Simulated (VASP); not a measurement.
# Si (I4_1/amd) in VASP: a series of runs

Si is run at these levels: PBE; tasks: single point, relaxation of cell and atoms.

All numbers are computed with VASP 6.6.1; they aren't measurements. Logs are shortened: lines on timing, memory, paths and dates and some standing lists are left out, and cuts for length are marked.

### 1 The cell of the first run

It takes space group I4_1/amd (No. 141, tetragonal). Conventional cell: a = 6.892 Å, b = 6.892 Å, c = 4.344 Å, α = 90.00°, β = 90.00°, γ = 90.00°. Si (site symmetry -4m2) has 8 Si at 2.37 to 3.22 Å within 3.3 Å. Si (site symmetry 2/m) has 8 Si at 2.37 to 3.22 Å within 3.3 Å.

The cell was generated, and may not be a known phase.

### 2 Single point, PBE

INCAR reads:

```
SYSTEM = Si
PREC = Accurate ; ENCUT = 520
EDIFF = 1E-6 ; ISMEAR = 0
SIGMA = 0.1 ; LREAL = .False.
LASPH = .True. ; NELM = 80
ALGO = Normal ; ISIF = 2
LWAVE = .False. ; LCHARG = .False.
GGA = PE ; NBANDS = 21
```

KPOINTS reads:

```
Automatic mesh
0
Gamma
  10 10 10
  0 0 0
```

POSCAR reads:

```
Si
1.0
   -3.4459288973      3.4459288973      2.1721939588
    3.4459288973     -3.4459288973      2.1721939588
    3.4459288973      3.4459288973     -2.1721939588
Si
6
Direct
    0.0000000000      0.0000000000      0.0000000000
    0.7500000000      0.2500000000      0.5000000000
    0.3750000000      0.6250000000      0.7500000000
    0.3750000000      0.1250000000      0.7500000000
    0.3750000000      0.6250000000      0.2500000000
    0.8750000000      0.6250000000      0.2500000000
```

Potentials or basis: VASP PAW PBE potentials, release 64 (Si).

Run with:

```bash
$ cat potpaw_PBE.64/Si/POTCAR > POTCAR
$ mpirun -np 1 vasp_std > vasp.out
```

OUTCAR:

```text
SYSTEM = Si
   PREC = Accurate
   ENCUT = 520
   EDIFF = 1E-6
   ISMEAR = 0
   LREAL = .False.
   LASPH = .True.
   NELM = 80
   ISIF = 2
   GGA = PE

 ion  position               nearest neighbor table
   1  0.000  0.000  0.000-   5 2.37   4 2.37   6 2.37   3 2.37
   2  0.750  0.250  0.500-   3 2.37   4 2.37   6 2.37   5 2.37
   3  0.375  0.625  0.750-   1 2.37   2 2.37   5 2.67   5 2.67   4 2.67   4 2.67
   4  0.375  0.125  0.750-   1 2.37   2 2.37   3 2.67   6 2.67   3 2.67   6 2.67
   5  0.375  0.625  0.250-   2 2.37   1 2.37   6 2.67   3 2.67   3 2.67   6 2.67
   6  0.875  0.625  0.250-   1 2.37   2 2.37   4 2.67   5 2.67   5 2.67   4 2.67

  LATTYP: Found a body centered tetragonal cell.
 ALAT       =     6.8918577946
 C/A-ratio  =     0.6303652871

  Lattice vectors:

 A1 = (  -3.4459288973,   3.4459288973,   2.1721939588)
 A2 = (   3.4459288973,  -3.4459288973,   2.1721939588)
 A3 = (   3.4459288973,   3.4459288973,  -2.1721939588)

Analysis of symmetry for initial positions (statically):
=====================================================================
 Subroutine PRICEL returns:
 Original cell was already a primitive cell.

 Routine SETGRP: Setting up the symmetry group for a
 body centered tetragonal supercell.

 Subroutine GETGRP returns: Found 16 space group operations
 (whereof  8 operations were pure point group operations)
 out of a pool of 16 trial point group operations.

The static configuration has the point symmetry D_2d.
 The point group associated with its full space group is D_4h.

Analysis of symmetry for dynamics (positions and initial velocities):
=====================================================================
 Subroutine PRICEL returns:
 Original cell was already a primitive cell.

 Routine SETGRP: Setting up the symmetry group for a
 body centered tetragonal supercell.

 Subroutine GETGRP returns: Found 16 space group operations
 (whereof  8 operations were pure point group operations)
 out of a pool of 16 trial point group operations.

The dynamic configuration has the point symmetry D_2d.
 The point group associated with its full space group is D_4h.

 Subroutine INISYM returns: Found 16 space group operations
 (whereof  8 operations are pure point group operations),
 and found     1 'primitive' translations

----------------------------------------------------------------------------------------

                                     Primitive cell

  volume of cell :     103.1742

  direct lattice vectors                    reciprocal lattice vectors
    -3.445928897  3.445928897  2.172193959     0.000000000  0.145098757  0.230182023
     3.445928897 -3.445928897  2.172193959     0.145098757  0.000000000  0.230182023
     3.445928897  3.445928897 -2.172193959     0.145098757  0.145098757  0.000000000

  length of vectors
     5.335473599  5.335473599  5.335473599     0.272098168  0.272098168  0.205200630

  position of ions in fractional coordinates (direct lattice)
     0.000000000  0.000000000  0.000000000
     0.750000000  0.250000000  0.500000000
     0.375000000  0.625000000  0.750000000
     0.375000000  0.125000000  0.750000000
     0.375000000  0.625000000  0.250000000
     0.875000000  0.625000000  0.250000000

  ion indices of the primitive-cell ions
   primitive index   ion index
                 1           1
                 2           2
                 3           3
                 4           4
                 5           5
                 6           6

----------------------------------------------------------------------------------------

 KPOINTS: Automatic mesh

Automatic generation of k-mesh.
 Grid dimensions read from file:
 generate k-points for:   10   10   10

 Generating k-lattice:

  Cartesian coordinates                     Fractional coordinates (reciprocal lattice)
     0.000000000  0.014509876  0.023018202     0.100000000  0.000000000  0.000000000
     0.014509876  0.000000000  0.023018202     0.000000000  0.100000000  0.000000000
     0.014509876  0.014509876  0.000000000     0.000000000  0.000000000  0.100000000

  Length of vectors
     0.027209817  0.027209817  0.020520063

  Shift w.r.t. Gamma in fractional coordinates (k-lattice)
     0.000000000  0.000000000  0.000000000

 Subroutine IBZKPT returns following result:
 ===========================================

 Found    102 irreducible k-points:

 Following reciprocal coordinates:
            Coordinates               Weight
  0.000000  0.000000  0.000000      1.000000
  0.100000  0.000000  0.000000      8.000000
  0.200000  0.000000  0.000000      8.000000
  0.300000  0.000000  0.000000      8.000000
  0.400000  0.000000 -0.000000      8.000000
  0.500000  0.000000 -0.000000      4.000000
[... 16 lines left out ...]
  0.300000  0.300000  0.000000      8.000000
  0.400000  0.300000 -0.000000     16.000000
 [... further k-points ...]
   k-points           NKPTS =    102   k-points in BZ     NKDIM =    102   number of bands    NBANDS=     21
   number of dos      NEDOS =    301   number of ions     NIONS =      6
   total plane-waves  NPLWV =  64000
   dimension x,y,z NGX =    40 NGY =   40 NGZ =   40
   dimension x,y,z NGXF=    80 NGYF=   80 NGZF=   80
   ions per type =               6
   NGX,Y,Z   is equivalent  to a cutoff of  12.46, 12.46, 12.46 a.u.
   NGXF,Y,Z  is equivalent  to a cutoff of  24.93, 24.93, 24.93 a.u.
 SYSTEM =  Si
   PREC   = accura    normal or accurate (medium, high low for compatibility)
   ISTART =      0    job   : 0-new  1-cont  2-samecut
   ICHARG =      2    charge: 1-file 2-atom 10-const
   ISPIN  =      1    spin polarized calculation?
   LNONCOLLINEAR =      F non collinear calculations
   LSORBIT =      F    spin-orbit coupling
   LASPH  =      T    aspherical Exc in radial PAW
   ENCUT  =  520.0 eV  38.22 Ry    6.18 a.u.   9.92  9.92  9.92*2*pi/ulx,y,z
   NELM   =     80;   NELMIN=  2; NELMDL= -5     # of ELM steps
   EDIFF  = 0.1E-05   stopping-criterion for ELM
   LREAL  =      F    real-space projection
[... 7 lines left out ...]
   TEBEG  =    0.0;   TEEND  =   0.0 temperature during run
   PSTRESS=    0.0 pullay stress
   NELECT =      24.0000    total number of electrons
   NUPDOWN=      -1.0000    fix difference up-down
   EMIN   =  10.00;   EMAX   =-10.00  energy-range for DOS
   EFERMI =   0.00;   METHOD = LEGACY
   ISMEAR =     0;   SIGMA  =   0.10  broadening in eV -4-tet -1-fermi 0-gaus
   EFERMI_NEDOS =   21; number of points for ismear=-14 and -15
   IALGO  =     38    algorithm
   IMIX   =      4    mixing-type and parameters
     AMIX     =   0.40;   BMIX     =  1.00
     AMIX_MAG =   1.60;   BMIX_MAG =  1.00
  volume/ion in A,a.u.               =      17.20       116.04
  Fermi-wavevector in a.u.,A,eV,Ry     =   1.006827  1.902627 13.792233  1.013701
  Thomas-Fermi vector in A             =   2.139594
   LORBIT       =      0    0 simple, 1 ext, 2 COOP (PROOUT), +10 PAW based schemes
   GGA     = PE    functional components
   LHFCALC =     F    Hartree Fock is set to
   AEXX    =    0.0000 exact exchange contribution
   IVDW    =     0    specifies the selected vdW correction
   LEPSILON=     F    determine dielectric tensor
   LRPA    =     F    only Hartree local field effects (RPA)
 non-spin polarized calculation
 Gauss-broadening in eV      SIGMA  =   0.10
  energy-cutoff  :      520.00
  volume of cell :      103.17
 maximum number of plane-waves:      2804
   NGX = 19   NGY = 19   NGZ = 19

 number of electron      23.9999998 magnetization

 Free energy of the ion-electron system (eV)
  ---------------------------------------------------
  ext. energy  EPLUGINS =         0.00000000
  ---------------------------------------------------
  free energy    TOTEN  =       -30.13343623 eV

  energy without entropy =      -30.11957448  energy(sigma->0) =      -30.12650536

 E-fermi :   7.6211     XC(G=0): -10.3014

 val. band max:        7.6158566889   @ k =   0.5000   0.5000   0.2000
 cond. band min:       7.6242083407   @ k =   0.5000   0.3000   0.1000
 fundamental gap:      0.0083516519
 Fermi energy:         7.6210783026

 k-point     1 :       0.0000    0.0000    0.0000
  band No.  band energies     occupation
      1      -5.3880      2.00000
      2      -0.9316      2.00000
      3       0.1799      2.00000
      4       0.1799      2.00000
      5       3.2709      2.00000
      6       3.2741      2.00000
[... 13 lines left out ...]
     20      14.5090      0.00000
     21      14.5091      0.00000

 k-point     2 :       0.1000    0.0000    0.0000
  band No.  band energies     occupation
      1      -5.2852      2.00000
      2      -1.0676      2.00000
      3       0.1522      2.00000
      4       0.4502      2.00000
      5       2.4421      2.00000
      6       2.6104      2.00000
[... 13 lines left out ...]
     20      14.7769      0.00000
     21      15.0000      0.00000

 k-point     3 :       0.2000    0.0000    0.0000
  band No.  band energies     occupation
      1      -4.9779      2.00000
      2      -1.2454      2.00000
      3       0.1034      2.00000
      4       0.5650      2.00000
      5       1.5104      2.00000
      6       1.7122      2.00000
[... 13 lines left out ...]
     20      13.4481      0.00000
     21      14.0939      0.00000
[... 457 lines left out ...]
 k-point    23 :       0.3000    0.3000    0.0000
  band No.  band energies     occupation
      1      -2.8087      2.00000
      2      -2.6504      2.00000
      3      -2.0061      2.00000
      4      -0.3947      2.00000
      5       1.0921      2.00000
      6       1.8144      2.00000
[... 13 lines left out ...]
     20      13.8324      0.00000
     21      14.3354      0.00000

 k-point    24 :       0.4000    0.3000   -0.0000
  band No.  band energies     occupation
      1      -3.4938      2.00000
      2      -2.9749      2.00000
      3      -1.0464      2.00000
      4       0.0312      2.00000
      5       1.0935      2.00000
      6       2.0251      2.00000
[... 13 lines left out ...]
     20      13.9064      0.00000
     21      14.2031      0.00000

 [... further k-points ...]

------------------------ aborting loop because EDIFF is reached ----------------------------------------

  FORCE on cell =-STRESS in cart. coord.  units (eV):
  Direction    XX          YY          ZZ          XY          YZ          ZX
  --------------------------------------------------------------------------------------
  -------------------------------------------------------------------------------------
  Total       -0.0185473     -0.0185473     -0.0355025      0.0000000     -0.0000000      0.0000000
  in kB       -0.2880187     -0.2880187     -0.5513136      0.0000000     -0.0000000      0.0000000
  external PRESSURE =      -0.3757837 kB  Pullay stress =       0.0000000 kB

 VOLUME and BASIS-vectors are now :
 -----------------------------------------------------------------------------
  energy-cutoff  :      520.00
  volume of cell :      103.17
      direct lattice vectors                 reciprocal lattice vectors
    -3.445928897  3.445928897  2.172193959     0.000000000  0.145098757  0.230182023
     3.445928897 -3.445928897  2.172193959     0.145098757  0.000000000  0.230182023
     3.445928897  3.445928897 -2.172193959     0.145098757  0.145098757  0.000000000

 POSITION                                       TOTAL-FORCE (eV/Angst)
 -----------------------------------------------------------------------------------
      0.00000      0.00000      0.00000        -0.000000     -0.000000      0.000000
      0.00000      3.44593      1.08610         0.000000      0.000000     -0.000000
      3.44593      1.72296      0.54305        -0.000000      0.000000      0.000000
      1.72296      3.44593     -0.54305        -0.000000      0.000000      0.000000
      1.72296      0.00000      1.62915        -0.000000      0.000000      0.000000
      0.00000      1.72296      2.71524        -0.000000      0.000000      0.000000
 -----------------------------------------------------------------------------------
    total drift:                               -0.000000     -0.000000      0.000000

  FREE ENERGIE OF THE ION-ELECTRON SYSTEM (eV)
  ---------------------------------------------------
  free  energy   TOTEN  =       -30.1334362349 eV

  energy  without entropy=      -30.1195744771  energy(sigma->0) =      -30.12650536
```

It took 100 s on 1 thread of Intel Xeon 6975P-C (Granite Rapids), shared host; peak memory 0.32 GiB.

What came out:

| Quantity | Value |
| --- | --- |
| Free energy | -30.1334 eV |
| Pressure | 0.0 GPa |
| Band gap on the k mesh | zero (bands 12 and 13 overlap by 2.71 eV) |

Levels at points of the mesh, in eV from the Fermi level:
| k point | band 10 | band 11 | band 12 | band 13 | band 14 | band 15 |
| --- | --- | --- | --- | --- | --- | --- |
| (0.00, 0.00, 0.00) | -2.19 | -2.19 | -2.05 | -2.05 | -0.06 | -0.06 |
| (0.50, 0.00, 0.00) | -1.40 | -1.33 | -0.04 | 0.43 | 1.45 | 2.39 |
| (0.50, 0.50, 0.00) | -3.59 | 0.15 | 0.15 | 1.20 | 1.20 | 1.69 |
| (0.50, 0.50, 0.50) | -1.26 | 0.58 | 0.58 | 0.87 | 0.87 | 1.81 |

### 3 Relaxation of cell and atoms, PBE

INCAR reads:

```
ALGO = Normal
EDIFF = 1E-6
EDIFFG = -0.01
ENCUT = 600
GGA = PE
IBRION = 2
ISIF = 3
ISMEAR = 0
LASPH = True
LCHARG = False
LREAL = False
LWAVE = False
NELM = 60
NSW = 100
PREC = Accurate
SIGMA = 0.1
```

KPOINTS reads:

```
k-points
0
Gamma
  10 10 10
```

Changes to POSCAR since step 2:

```diff
@@ -2,5 +2,5 @@
 1.0
-   -3.4459288973      3.4459288973      2.1721939588
-    3.4459288973     -3.4459288973      2.1721939588
-    3.4459288973      3.4459288973     -2.1721939588
+   -3.4420983603      3.4420983603      2.1774567950
+    3.4420983603     -3.4420983603      2.1774567950
+    3.4420983603      3.4420983603     -2.1774567950
 Si
```

Potentials or basis: VASP PAW PBE potentials, release 64 (Si).

Run with:

```bash
$ cat potpaw_PBE.64/Si/POTCAR > POTCAR
$ mpirun -np 1 vasp_std > vasp.out
```

Run time: 2.9 min. Hardware: 1 thread of Intel Xeon 6975P-C (Granite Rapids), shared host; peak memory 0.4 GiB.

The run converged. Its results:

| Property | Result |
| --- | --- |
| Free energy | -30.1337 eV |
| Relaxed volume | 17.18 Å³/atom |
| Relaxed cell | a = 5.332 Å, b = 5.332 Å, c = 5.332 Å, α = 99.58°, β = 99.58°, γ = 131.85° |
| Space group after relaxing (to 0.1 Å) | I4_1/amd (No. 141) |
| Energy gained by relaxing | 0.0 meV/atom |
| Ionic steps | 2 |
| Pressure after relaxing | 0.0 GPa |
| Band gap on the k mesh | zero (bands 12 and 13 overlap by 2.70 eV) |

Stress tensor (GPa, compression positive):
```
 0.08  0.00  0.00
 0.00  0.08  0.00
 0.00  0.00 -0.07
```

Step by step:
```csv
step,energy change (eV),largest force (eV/Å),pressure (GPa),volume (Å³)
1,0.0000,0.0000,-0.07,103.19
2,-0.0001,0.0000,0.03,103.09
```

Final structure:
```xyz
6
Lattice="-3.4423 3.4423 2.1750 3.4423 -3.4423 2.1750 3.4423 3.4423 -2.1750" Properties=species:S:1:pos:R:3 pbc="T T T"
Si    6.8846    0.0000    0.0000
Si    0.0000    3.4423    1.0875
Si    3.4423    1.7211    0.5438
Si    1.7211    3.4423   -0.5438
Si    1.7211    0.0000    1.6313
Si    0.0000    1.7211    2.7188
```

Levels at points of the mesh, in eV from the Fermi level:
| k point | band 9 | band 10 | band 11 | band 12 | band 13 | band 14 | band 15 | band 16 |
| --- | --- | --- | --- | --- | --- | --- | --- | --- |
| (0.00, 0.00, 0.00) | -2.99 | -2.20 | -2.20 | -2.03 | -2.03 | -0.07 | -0.07 | 0.78 |
| (0.50, 0.00, 0.00) | -2.65 | -1.39 | -1.32 | -0.03 | 0.44 | 1.44 | 2.41 | 2.45 |
| (0.50, 0.50, 0.00) | -3.61 | -3.61 | 0.16 | 0.16 | 1.20 | 1.20 | 1.68 | 1.68 |
| (0.50, 0.50, 0.50) | -1.27 | -1.27 | 0.59 | 0.59 | 0.88 | 0.88 | 1.80 | 1.80 |
